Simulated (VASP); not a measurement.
# TePt3 (P6_3/mmc) in VASP: further runs, part 3 of 3

VASP 6.6.1. The steps go on from the part before.

### Step 5. Relaxation of cell and atoms, PBE

This run uses another cell than the first one, of 19.91 Å³/atom, 1.131 times its volume.

INCAR reads:

```
SYSTEM = TePt3
PREC = Accurate ; ENCUT = 600
EDIFF = 1E-6 ; ISMEAR = 0
SIGMA = 0.1 ; LREAL = .False.
LASPH = .True. ; NELM = 100
ALGO = Fast ; ISIF = 3
LWAVE = .False. ; LCHARG = .False.
GGA = PE ; IBRION = 2
NSW = 90 ; EDIFFG = -0.04
```

KPOINTS reads:

```
Automatic mesh
0
Gamma
  3 3 4
  0 0 0
```

POSCAR reads:

```
TePt3
1.0
    6.1195431884      0.0000000000      0.0000000000
   -3.0597715942      5.2996798607      0.0000000000
    0.0000000000      0.0000000000      4.9118776072
Te Pt
2 6
Direct
    0.3333333333      0.6666666667      0.2500000000
    0.6666666667      0.3333333333      0.7500000000
    0.8330000000      0.6660000000      0.2500000000
    0.1670000000      0.8330000000      0.7500000000
    0.3340000000      0.1670000000      0.2500000000
    0.1670000000      0.3340000000      0.7500000000
    0.8330000000      0.1670000000      0.2500000000
    0.6660000000      0.8330000000      0.7500000000
```

Potentials or basis: VASP PAW PBE potentials, release 64 (Te, Pt).

Started as:

```
cat potpaw_PBE.64/Te/POTCAR potpaw_PBE.64/Pt/POTCAR > POTCAR
mpirun -np 1 vasp_std > vasp.out
```

OUTCAR:

```text
SYSTEM = TePt3
   PREC = Accurate
   ENCUT = 600
   EDIFF = 1E-6
   ISMEAR = 0
   LREAL = .False.
   LASPH = .True.
   NELM = 100
   ISIF = 3
   GGA = PE
   IBRION = 2
   NSW = 90
   EDIFFG = -0.04

 ion  position               nearest neighbor table
   1  0.333  0.667  0.250-   4 3.02   4 3.02   6 3.02   6 3.02   8 3.02   8 3.02   5 3.06   3 3.06
                             7 3.06   7 3.06   5 3.06   3 3.06
   2  0.667  0.333  0.750-   7 3.02   7 3.02   3 3.02   3 3.02   5 3.02   5 3.02   8 3.06   6 3.06
                             4 3.06   4 3.06   8 3.06   6 3.06
   3  0.833  0.666  0.250-   2 3.02   2 3.02   8 3.03   4 3.03   4 3.03   8 3.03   5 3.05   7 3.05
                             1 3.06   1 3.06   7 3.07   5 3.07
   4  0.167  0.833  0.750-   1 3.02   1 3.02   5 3.03   5 3.03   3 3.03   3 3.03   6 3.05   8 3.05
                             2 3.06   2 3.06   6 3.07   8 3.07
   5  0.334  0.167  0.250-   2 3.02   2 3.02   4 3.03   4 3.03   6 3.03   6 3.03   3 3.05   7 3.05
                             1 3.06   1 3.06   3 3.07   7 3.07
   6  0.167  0.334  0.750-   1 3.02   1 3.02   7 3.03   5 3.03   5 3.03   7 3.03   8 3.05   4 3.05
                             2 3.06   2 3.06   4 3.07   8 3.07
   7  0.833  0.167  0.250-   2 3.02   2 3.02   8 3.03   8 3.03   6 3.03   6 3.03   3 3.05   5 3.05
                             1 3.06   1 3.06   3 3.07   5 3.07
   8  0.666  0.833  0.750-   1 3.02   1 3.02   7 3.03   7 3.03   3 3.03   3 3.03   6 3.05   4 3.05
                             2 3.06   2 3.06   6 3.07   4 3.07

  LATTYP: Found a hexagonal cell.
 ALAT       =     6.1195431884
 C/A-ratio  =     0.8026542923

  Lattice vectors:

 A1 = (   6.1195431884,   0.0000000000,   0.0000000000)
 A2 = (  -3.0597715942,   5.2996798607,   0.0000000000)
 A3 = (   0.0000000000,   0.0000000000,   4.9118776072)

Analysis of symmetry for initial positions (statically):
[... 185 lines left out ...]
      1      -4.2867      2.00000
      2      -3.2653      2.00000
      3       3.2156      2.00000
      4       3.4497      2.00000
      5       3.4497      2.00000
      6       3.6049      2.00000
[... 522 lines left out ...]
  FREE ENERGIE OF THE ION-ELECTRON SYSTEM (eV)
  ---------------------------------------------------
  free  energy   TOTEN  =       -41.9678676536 eV

  energy  without entropy=      -41.9251681896  energy(sigma->0) =      -41.94651792

[... ionic steps 4 to 11 ...]

--------------------------------------- Ionic step       12  -------------------------------------------

 number of electron      72.0000003 magnetization

------------------------ aborting loop because EDIFF is reached ----------------------------------------
[... 79 lines left out ...]
--------------------------------------- Ionic step       14  -------------------------------------------

 number of electron      72.0000001 magnetization

 Free energy of the ion-electron system (eV)
  ---------------------------------------------------
  ext. energy  EPLUGINS =         0.00000000
  ---------------------------------------------------
  free energy    TOTEN  =       -42.17363246 eV

  energy without entropy =      -42.15390922  energy(sigma->0) =      -42.16377084

 E-fermi :  10.8085     XC(G=0): -12.5130

 val. band max:       10.7931784992   @ k =   0.0000   0.0000   0.2500
 cond. band min:      10.8400526579   @ k =   0.0000   0.0000   0.5000
 fundamental gap:      0.0468741587
 Fermi energy:        10.8085486464

 k-point     1 :       0.0000    0.0000    0.0000
  band No.  band energies     occupation
      1      -3.2574      2.00000
      2      -1.9983      2.00000
      3       4.4254      2.00000
      4       4.4307      2.00000
      5       4.6771      2.00000
      6       4.8531      2.00000
[... 438 lines left out ...]
  FREE ENERGIE OF THE ION-ELECTRON SYSTEM (eV)
  ---------------------------------------------------
  free  energy   TOTEN  =       -42.1736324609 eV

  energy  without entropy=      -42.1539092167  energy(sigma->0) =      -42.16377084

 reached required accuracy - stopping structural energy minimisation
```

CONTCAR:

```text
TePt3
   1.00000000000000
     5.6517623647182935    0.0000000000000000    0.0000000000000000
    -2.8258811823591468    4.8945697839907387   -0.0000000000000000
     0.0000000000000000   -0.0000000000000000    5.0824482835448617
  Te              Pt
     2     6
Direct
     0.3333333332999970    0.6666666667000030    0.2500000000000000
     0.6666666667000030    0.3333333332999970    0.7500000000000000
     0.8357392902506283    0.6714785805012563    0.2500000000000000
     0.1642607097493721    0.8357392902506283    0.7500000000000000
     0.3285214194987439    0.1642607097493718    0.2500000000000000
     0.1642607097493718    0.3285214194987436    0.7500000000000000
     0.8357392902506279    0.1642607097493718    0.2500000000000000
     0.6714785805012560    0.8357392902506283    0.7500000000000000

  0.00000000E+00  0.00000000E+00  0.00000000E+00
  0.00000000E+00  0.00000000E+00  0.00000000E+00
  0.00000000E+00  0.00000000E+00  0.00000000E+00
  0.00000000E+00  0.00000000E+00  0.00000000E+00
  0.00000000E+00  0.00000000E+00  0.00000000E+00
  0.00000000E+00  0.00000000E+00  0.00000000E+00
  0.00000000E+00  0.00000000E+00  0.00000000E+00
  0.00000000E+00  0.00000000E+00  0.00000000E+00
```

It took 8.5 min on 1 thread of Intel Xeon 6975P-C (Granite Rapids), shared host; peak memory 0.36 GiB.

What came out:

```yaml
Free_energy: -42.1736 eV
Relaxed_volume: 17.57 Å³/atom
Relaxed_cell: a = 5.652 Å, b = 5.652 Å, c = 5.082 Å, α = 90.00°, β = 90.00°, γ = 120.00°
Space_group_after_relaxing_to_0.05_Å: P6_3/mmc (No. 194)
Energy_gained_by_relaxing: 166.8 meV/atom
Ionic_steps: 14
Pressure_after_relaxing: 0.0 GPa
Largest_force_after_relaxing: 0.013 eV/Å
Band_gap_on_the_k_mesh: zero (band 36 reaches 11.83 eV, above the bottom of band 37 at 10.65 eV)
```

Forces in eV/Å, atoms in the order of the input:
```
Te   0.000  0.000  0.000
Te   0.000  0.000  0.000
Pt   0.000  0.013  0.000
Pt  -0.012  0.007  0.000
Pt  -0.012 -0.007  0.000
Pt   0.000 -0.013  0.000
Pt   0.012 -0.007  0.000
Pt   0.012  0.007  0.000
```

Stress tensor (GPa, compression positive):
```
-0.04  0.00  0.00
 0.00 -0.04  0.00
 0.00  0.00  0.07
```

Step by step:
```tsv
step	energy change (eV)	largest force (eV/Å)	pressure (GPa)	volume (Å³)
1	0.0000	0.3260	-16.07	159.30
2	1.7029	0.2507	49.35	117.54
3	-1.1290	0.4312	-0.71	140.61
4	-1.1313	0.4329	0.01	140.04
5	-1.1315	0.4338	0.47	139.67
6	-1.2269	0.1947	0.85	139.22
7	-1.2747	0.1931	1.99	138.61
8	-1.2791	0.1738	-3.37	143.14
9	-1.2975	0.1805	-0.92	140.95
10	-1.3222	0.1067	-0.42	140.62
11	-1.3338	0.0159	0.64	140.09
12	-1.3340	0.0046	0.48	140.17
13	-1.3323	0.0458	-0.92	141.39
14	-1.3348	0.0133	0.00	140.60
```

Final structure:
```
CELL_PARAMETERS angstrom
5.65176 0.00000 0.00000
-2.82588 4.89457 0.00000
0.00000 0.00000 5.08245
ATOMIC_POSITIONS crystal
Te 0.33333 0.66667 0.25000
Te 0.66667 0.33333 0.75000
Pt 0.83574 0.67148 0.25000
Pt 0.16426 0.83574 0.75000
Pt 0.32852 0.16426 0.25000
Pt 0.16426 0.32852 0.75000
Pt 0.83574 0.16426 0.25000
Pt 0.67148 0.83574 0.75000
```

Levels at points of the mesh, in eV from the Fermi level:
| k point | band 33 | band 34 | band 35 | band 36 | band 37 | band 38 | band 39 | band 40 |
| --- | --- | --- | --- | --- | --- | --- | --- | --- |
| (0.00, 0.00, 0.00) | -0.95 | -0.50 | -0.04 | 0.09 | 0.09 | 0.09 | 0.34 | 0.69 |
| (0.00, 0.00, 0.50) | -0.55 | -0.55 | -0.55 | -0.55 | 0.03 | 0.03 | 0.23 | 0.23 |

Caveat: the k points lie up to 0.43 Å⁻¹ apart in the final cell; spin-orbit coupling is left out, which moves the levels of the heavy elements.

### Step 6. Overview

```tsv
task	cell	k mesh	cutoff (eV)	gap on the mesh (eV)	pressure (GPa)	largest force (eV/Å)
single point	a = 5.638, b = 5.638, c = 5.118 Å, angles 90.0, 90.0, 120.0°, 8 atoms	3 × 3 × 4	520	none	-0.2	0.01
single point	a = 6.120, b = 6.120, c = 4.912 Å, angles 90.0, 90.0, 120.0°, 8 atoms	3 × 3 × 4	520	none	-16.1	0.33
single point	a = 5.711, b = 5.711, c = 4.970 Å, angles 90.0, 90.0, 120.0°, 8 atoms	6 × 6 × 4	520	none	-0.3	0.01
relaxation of cell and atoms	relaxed from a = 6.120, b = 6.120, c = 4.912 Å, angles 90.0, 90.0, 120.0°, 8 atoms	3 × 3 × 4	600	none	0.0	0.01
```

Alike in all rows: level PBE; potentials or basis VASP PAW PBE potentials, release 64 (Te, Pt); no spin polarisation; smearing gaussian 0.1 eV.

Caveats: some runs use coarse meshes; spin-orbit coupling is left out, which moves the levels of the heavy elements.

Total energies depend on the potentials used, so only differences within one code and one set of settings carry meaning.
